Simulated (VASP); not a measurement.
The system is Fe.

```xyz
1
Lattice="-1.4430 1.4430 1.4430 1.4430 -1.4430 1.4430 1.4430 1.4430 -1.4430" Properties=species:S:1:pos:R:3 pbc="T T T"
Fe    0.0000    0.0000    0.0000
```

Base run:

| Quantity | Value |
| --- | --- |
| Program | VASP 6.6.1 |
| Functional | r2SCAN |
| Potentials or basis | VASP PAW PBE potentials, release 64 (Fe) |
| Cutoff | 520 eV |
| k mesh | 14 × 14 × 14 |
| Occupations | fermi-dirac, width 0.05 eV |
| Spin | collinear spin, ferromagnetic start |
| Starting moments | [2.28] μB |
| Fixed moment | 2.28 μB |

Its results: pressure -13.4 GPa; site moments Fe +2.36 μB.

The run is repeated on the same cell with these changes: fixed moment from 2.28 μB to 3.22 μB; moments at the start from [2.28] to [3.22]. What comes out?

Pressure 12.5 GPa; site moments Fe +3.22 μB.

Caveats: the PAW data sets were made with another functional, which shifts forces and pressure a little; the total moment is fixed, so each spin has its own Fermi level.
